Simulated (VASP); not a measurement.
# KMgF3 (P4/mmm) in VASP: a series of runs

KMgF3 is run at these levels: PBEsol; tasks: single point.

All numbers are computed with VASP 6.6.1; they aren't measurements. Logs are shortened: lines on timing, memory, paths and dates and some standing lists are left out, and cuts for length are marked.

### Step 1. The cell of the first run

Symmetry: P4/mmm, No. 123, tetragonal system. Conventional cell: a = 3.926 Å, b = 3.926 Å, c = 3.986 Å, α = 90.00°, β = 90.00°, γ = 90.00°. Within 3.7 Å of K (site symmetry 4/mmm) lie 12 F at 2.78 to 2.80 Å and 8 Mg at 3.42 Å. Mg (site symmetry 4/mmm) has 6 F at 1.96 to 1.99 Å within 2.6 Å. F (site symmetry mmm) has 2 Mg at 1.96 Å within 2.6 Å. F (site symmetry 4/mmm) has 2 Mg at 1.99 Å within 2.6 Å.

### Step 2. Single point, PBEsol (strain -0.015 along x and y, +0.000 along z)

Input file INCAR:

```
PREC     = Accurate       # precision mode
ENCUT    = 520            # plane-wave cutoff, eV
EDIFF    = 1E-6           # SCF threshold, eV
ISMEAR   = 0              # smearing method
SIGMA    = 0.05           # smearing width, eV
LREAL    = F              # projectors in reciprocal space
LASPH    = T              # aspherical terms in the spheres
NELM     = 100            # most SCF steps
ALGO     = Normal         # electronic algorithm
ISIF     = 2              # what is computed and relaxed
LWAVE    = F              # write WAVECAR
LCHARG   = T              # write CHGCAR
GGA      = PS             # functional
LELF     = T              # ELF
LVHAR    = T            
NBANDS   = 24             # bands
```

Input file KPOINTS:

```
Automatic mesh
0
Gamma
  6 6 6
```

Input file POSCAR:

```
KMgF3
1.0
    3.9261115000      0.0000000000      0.0000000000
    0.0000000000      3.9261115000      0.0000000000
    0.0000000000      0.0000000000      3.9859000000
K Mg F
1 1 3
Direct
    0.5000000000      0.5000000000      0.5000000000
    0.0000000000      0.0000000000      0.0000000000
    0.5000000000      0.0000000000      0.0000000000
    0.0000000000      0.5000000000      0.0000000000
    0.0000000000      0.0000000000      0.5000000000
```

Potentials or basis: VASP PAW PBE potentials, release 64 (K_sv, Mg, F).

The run is started by

```bash
$ cat potpaw_PBE.64/K_sv/POTCAR potpaw_PBE.64/Mg/POTCAR potpaw_PBE.64/F/POTCAR > POTCAR
$ mpirun -np 1 vasp_std > vasp.out
```

OUTCAR:

```text
PREC = Accurate
   ENCUT = 520
   EDIFF = 1E-6
   ISMEAR = 0
   LREAL = F
   LASPH = T
   NELM = 100
   ISIF = 2
   GGA = PS

 ion  position               nearest neighbor table
   1  0.500  0.500  0.500-   5 2.78   5 2.78   5 2.78   5 2.78   4 2.80   3 2.80   4 2.80   3 2.80
                             4 2.80   3 2.80   4 2.80   3 2.80   2 3.42   2 3.42   2 3.42   2 3.42
   2  0.000  0.000  0.000-   3 1.96   4 1.96   4 1.96   3 1.96   5 1.99   5 1.99   1 3.42   1 3.42
                             1 3.42   1 3.42   1 3.42   1 3.42   1 3.42   1 3.42
   3  0.500  0.000  0.000-   2 1.96   2 1.96   1 2.80   1 2.80   1 2.80   1 2.80
   4  0.000  0.500  0.000-   2 1.96   2 1.96   1 2.80   1 2.80   1 2.80   1 2.80
   5  0.000  0.000  0.500-   2 1.99   2 1.99   1 2.78   1 2.78   1 2.78   1 2.78

  LATTYP: Found a simple tetragonal cell.
 ALAT       =     3.9261115000
 C/A-ratio  =     1.0152284264

  Lattice vectors:

 A1 = (   3.9261115000,   0.0000000000,   0.0000000000)
 A2 = (   0.0000000000,   3.9261115000,   0.0000000000)
 A3 = (   0.0000000000,   0.0000000000,   3.9859000000)

Analysis of symmetry for initial positions (statically):
=====================================================================
 Subroutine PRICEL returns:
 Original cell was already a primitive cell.

 Routine SETGRP: Setting up the symmetry group for a
 simple tetragonal supercell.

 Subroutine GETGRP returns: Found 16 space group operations
 (whereof 16 operations were pure point group operations)
 out of a pool of 16 trial point group operations.

The static configuration has the point symmetry D_4h.

Analysis of symmetry for dynamics (positions and initial velocities):
=====================================================================
 Subroutine PRICEL returns:
 Original cell was already a primitive cell.

 Routine SETGRP: Setting up the symmetry group for a
 simple tetragonal supercell.

 Subroutine GETGRP returns: Found 16 space group operations
 (whereof 16 operations were pure point group operations)
 out of a pool of 16 trial point group operations.

The dynamic configuration has the point symmetry D_4h.

 Subroutine INISYM returns: Found 16 space group operations
 (whereof 16 operations are pure point group operations),
 and found     1 'primitive' translations

----------------------------------------------------------------------------------------

                                     Primitive cell

  volume of cell :      61.4401

  direct lattice vectors                    reciprocal lattice vectors
     3.926111500  0.000000000  0.000000000     0.254704942  0.000000000  0.000000000
     0.000000000  3.926111500  0.000000000     0.000000000  0.254704942  0.000000000
     0.000000000  0.000000000  3.985900000     0.000000000  0.000000000  0.250884367

  length of vectors
     3.926111500  3.926111500  3.985900000     0.254704942  0.254704942  0.250884367

  position of ions in fractional coordinates (direct lattice)
     0.500000000  0.500000000  0.500000000
     0.000000000  0.000000000  0.000000000
     0.500000000  0.000000000  0.000000000
     0.000000000  0.500000000  0.000000000
     0.000000000  0.000000000  0.500000000

  ion indices of the primitive-cell ions
   primitive index   ion index
                 1           1
                 2           2
                 3           3
                 4           4
                 5           5

----------------------------------------------------------------------------------------

 KPOINTS: Automatic mesh

Automatic generation of k-mesh.
 Grid dimensions read from file:
 generate k-points for:    6    6    6

 Generating k-lattice:

  Cartesian coordinates                     Fractional coordinates (reciprocal lattice)
     0.042450824  0.000000000  0.000000000     0.166666667  0.000000000  0.000000000
     0.000000000  0.042450824  0.000000000     0.000000000  0.166666667  0.000000000
     0.000000000  0.000000000  0.041814061     0.000000000  0.000000000  0.166666667

  Length of vectors
     0.042450824  0.042450824  0.041814061

  Shift w.r.t. Gamma in fractional coordinates (k-lattice)
     0.000000000  0.000000000  0.000000000

 Subroutine IBZKPT returns following result:
 ===========================================

 Found     40 irreducible k-points:

 Following reciprocal coordinates:
            Coordinates               Weight
  0.000000  0.000000  0.000000      1.000000
  0.166667  0.000000  0.000000      4.000000
  0.333333  0.000000  0.000000      4.000000
  0.500000  0.000000  0.000000      2.000000
  0.166667  0.166667  0.000000      4.000000
  0.333333  0.166667  0.000000      8.000000
[... 16 lines left out ...]
  0.333333  0.000000  0.333333      8.000000
  0.500000  0.000000  0.333333      4.000000
 [... further k-points ...]
   k-points           NKPTS =     40   k-points in BZ     NKDIM =     40   number of bands    NBANDS=     24
   number of dos      NEDOS =    301   number of ions     NIONS =      5
   total plane-waves  NPLWV =  27000
   dimension x,y,z NGX =    30 NGY =   30 NGZ =   30
   dimension x,y,z NGXF=    60 NGYF=   60 NGZF=   60
   ions per type =               1   1   3
   NGX,Y,Z   is equivalent  to a cutoff of  12.70, 12.70, 12.51 a.u.
   NGXF,Y,Z  is equivalent  to a cutoff of  25.41, 25.41, 25.03 a.u.
 SYSTEM =  unknown system
   PREC   = accura    normal or accurate (medium, high low for compatibility)
   ISTART =      0    job   : 0-new  1-cont  2-samecut
   ICHARG =      2    charge: 1-file 2-atom 10-const
   ISPIN  =      1    spin polarized calculation?
   LNONCOLLINEAR =      F non collinear calculations
   LSORBIT =      F    spin-orbit coupling
   LASPH  =      T    aspherical Exc in radial PAW
   ENCUT  =  520.0 eV  38.22 Ry    6.18 a.u.   7.30  7.30  7.41*2*pi/ulx,y,z
   NELM   =    100;   NELMIN=  2; NELMDL= -5     # of ELM steps
   EDIFF  = 0.1E-05   stopping-criterion for ELM
   LREAL  =      F    real-space projection
   EDIFFG = 0.1E-04   stopping-criterion for IOM
   NSW    =      0    number of steps for IOM
   IBRION =     -1    ionic relax: 0-MD 1-quasi-New 2-CG
   NFREE  =      0    steps in history (QN), initial steepest desc. (CG)
   ISIF   =      2    stress and relaxation
   ISYM   =      2    0-nonsym 1-usesym 2-fastsym
   POTIM  = 0.5000    time-step for ionic-motion
   TEBEG  =    0.0;   TEEND  =   0.0 temperature during run
   PSTRESS=    0.0 pullay stress
   NELECT =      32.0000    total number of electrons
   NUPDOWN=      -1.0000    fix difference up-down
   EMIN   =  10.00;   EMAX   =-10.00  energy-range for DOS
   EFERMI =   0.00;   METHOD = LEGACY
   ISMEAR =     0;   SIGMA  =   0.05  broadening in eV -4-tet -1-fermi 0-gaus
   EFERMI_NEDOS =   21; number of points for ismear=-14 and -15
   IALGO  =     38    algorithm
   IMIX   =      4    mixing-type and parameters
     AMIX     =   0.40;   BMIX     =  1.00
     AMIX_MAG =   1.60;   BMIX_MAG =  1.00
  volume/ion in A,a.u.               =      12.29        82.92
  Fermi-wavevector in a.u.,A,eV,Ry     =   1.317167  2.489085 23.605151  1.734930
  Thomas-Fermi vector in A             =   2.447228
   LORBIT       =      0    0 simple, 1 ext, 2 COOP (PROOUT), +10 PAW based schemes
   GGA     = PS    functional components
   LHFCALC =     F    Hartree Fock is set to
   AEXX    =    0.0000 exact exchange contribution
   IVDW    =     0    specifies the selected vdW correction
   LEPSILON=     F    determine dielectric tensor
   LRPA    =     F    only Hartree local field effects (RPA)
 non-spin polarized calculation
 Gauss-broadening in eV      SIGMA  =   0.05
  energy-cutoff  :      520.00
  volume of cell :       61.44
 maximum number of plane-waves:      1687
 NGX is ok and might be reduce to    30
   NGX = 15   NGY = 15   NGZ = 15

 number of electron      31.9999970 magnetization

 Free energy of the ion-electron system (eV)
  ---------------------------------------------------
  ext. energy  EPLUGINS =         0.00000000
  ---------------------------------------------------
  free energy    TOTEN  =       -25.24274764 eV

  energy without entropy =      -25.24274764  energy(sigma->0) =      -25.24274764

 E-fermi :  -1.2870     XC(G=0): -10.1024

 val. band max:       -1.5419518907   @ k =   0.5000   0.5000   0.5000
 cond. band min:       5.7963592659   @ k =   0.0000   0.0000   0.0000
 fundamental gap:      7.3383111566
 Fermi energy:        -1.2869691620

 k-point     1 :       0.0000    0.0000    0.0000
  band No.  band energies     occupation
      1     -26.9710      2.00000
      2     -21.6492      2.00000
      3     -20.9538      2.00000
      4     -20.9129      2.00000
      5     -10.5526      2.00000
      6     -10.5351      2.00000
[... 16 lines left out ...]
     23      12.6703      0.00000
     24      15.3566      0.00000

 k-point     2 :       0.1667    0.0000    0.0000
  band No.  band energies     occupation
      1     -26.9618      2.00000
      2     -21.6150      2.00000
      3     -20.9906      2.00000
      4     -20.9164      2.00000
      5     -10.5351      2.00000
      6     -10.5301      2.00000
[... 16 lines left out ...]
     23      12.6691      0.00000
     24      15.3243      0.00000

 k-point     3 :       0.3333    0.0000    0.0000
  band No.  band energies     occupation
      1     -26.9431      2.00000
      2     -21.5313      2.00000
      3     -21.0900      2.00000
      4     -20.9139      2.00000
      5     -10.5204      2.00000
      6     -10.4997      2.00000
[... 16 lines left out ...]
     23      12.6056      0.00000
     24      15.0817      0.00000

 k-point     4 :       0.5000    0.0000    0.0000
  band No.  band energies     occupation
      1     -26.9338      2.00000
      2     -21.4724      2.00000
      3     -21.1580      2.00000
      4     -20.9118      2.00000
      5     -10.5156      2.00000
      6     -10.4817      2.00000
[... 16 lines left out ...]
     23      13.0950      0.00000
     24      14.0714      0.00000

 k-point     5 :       0.1667    0.1667    0.0000
  band No.  band energies     occupation
      1     -26.9532      2.00000
      2     -21.5802      2.00000
      3     -21.0123      2.00000
      4     -20.9321      2.00000
      5     -10.5567      2.00000
      6     -10.5184      2.00000
[... 16 lines left out ...]
     23      12.7069      0.00000
     24      14.8962      0.00000

 k-point     6 :       0.3333    0.1667    0.0000
  band No.  band energies     occupation
      1     -26.9360      2.00000
      2     -21.4919      2.00000
      3     -21.0965      2.00000
      4     -20.9406      2.00000
      5     -10.5604      2.00000
      6     -10.4912      2.00000
[... 16 lines left out ...]
     23      12.7197      0.00000
     24      14.4114      0.00000
[... 379 lines left out ...]
 k-point    21 :       0.0000    0.0000    0.3333
  band No.  band energies     occupation
      1     -26.9458      2.00000
      2     -21.5625      2.00000
      3     -21.0314      2.00000
      4     -20.9469      2.00000
      5     -10.5200      2.00000
      6     -10.4880      2.00000
[... 16 lines left out ...]
     23      12.5383      0.00000
     24      14.9022      0.00000

 k-point    22 :       0.1667    0.0000    0.3333
  band No.  band energies     occupation
      1     -26.9385      2.00000
      2     -21.5205      2.00000
      3     -21.0398      2.00000
      4     -20.9751      2.00000
      5     -10.5562      2.00000
      6     -10.4942      2.00000
[... 16 lines left out ...]
     23      12.6467      0.00000
     24      14.2977      0.00000

 k-point    23 :       0.3333    0.0000    0.3333
  band No.  band energies     occupation
      1     -26.9239      2.00000
      2     -21.4137      2.00000
      3     -21.0977      2.00000
      4     -21.0143      2.00000
      5     -10.5961      2.00000
      6     -10.5384      2.00000
[... 16 lines left out ...]
     23      12.9389      0.00000
     24      13.3977      0.00000

 k-point    24 :       0.5000    0.0000    0.3333
  band No.  band energies     occupation
      1     -26.9165      2.00000
      2     -21.3213      2.00000
      3     -21.1776      2.00000
      4     -21.0229      2.00000
      5     -10.5951      2.00000
      6     -10.5811      2.00000
[... 16 lines left out ...]
     23      12.9835      0.00000
     24      13.4675      0.00000

 [... further k-points ...]

------------------------ aborting loop because EDIFF is reached ----------------------------------------

  FORCE on cell =-STRESS in cart. coord.  units (eV):
  Direction    XX          YY          ZZ          XY          YZ          ZX
  --------------------------------------------------------------------------------------
  -------------------------------------------------------------------------------------
  Total        1.1173422      1.1173422      0.4653770      0.0000000      0.0000000      0.0000000
  in kB       29.1370205     29.1370205     12.1356724      0.0000000      0.0000000      0.0000000
  external PRESSURE =      23.4699044 kB  Pullay stress =       0.0000000 kB

 VOLUME and BASIS-vectors are now :
 -----------------------------------------------------------------------------
  energy-cutoff  :      520.00
  volume of cell :       61.44
      direct lattice vectors                 reciprocal lattice vectors
     3.926111500  0.000000000  0.000000000     0.254704942  0.000000000  0.000000000
     0.000000000  3.926111500  0.000000000     0.000000000  0.254704942  0.000000000
     0.000000000  0.000000000  3.985900000     0.000000000  0.000000000  0.250884367

 POSITION                                       TOTAL-FORCE (eV/Angst)
 -----------------------------------------------------------------------------------
      1.96306      1.96306      1.99295         0.000000      0.000000      0.000000
      0.00000      0.00000      0.00000         0.000000      0.000000      0.000000
      1.96306      0.00000      0.00000         0.000000      0.000000      0.000000
      0.00000      1.96306      0.00000         0.000000      0.000000      0.000000
      0.00000      0.00000      1.99295         0.000000      0.000000      0.000000
 -----------------------------------------------------------------------------------
    total drift:                                0.000000     -0.000000      0.000000

  FREE ENERGIE OF THE ION-ELECTRON SYSTEM (eV)
  ---------------------------------------------------
  free  energy   TOTEN  =       -25.2427476384 eV

  energy  without entropy=      -25.2427476384  energy(sigma->0) =      -25.24274764
```

Wall time 98 s (1 thread of Intel Xeon Platinum 8259CL at 2.50GHz (Skylake/Cascade Lake), shared host); peak memory 0.2 GiB.

Results:

```yaml
Free_energy: -25.2427 eV
Pressure: 2.3 GPa
Band_gap_on_the_k_mesh: 7.34 eV (least direct gap 7.67 eV)
```

Caveat: the cell differs from its parent crystal (strain -0.015 along x and y, +0.000 along z); the PAW data sets were made with another functional, which shifts forces and pressure a little. A k mesh can miss the band edges.

(Part 1 of 2 ends here.)
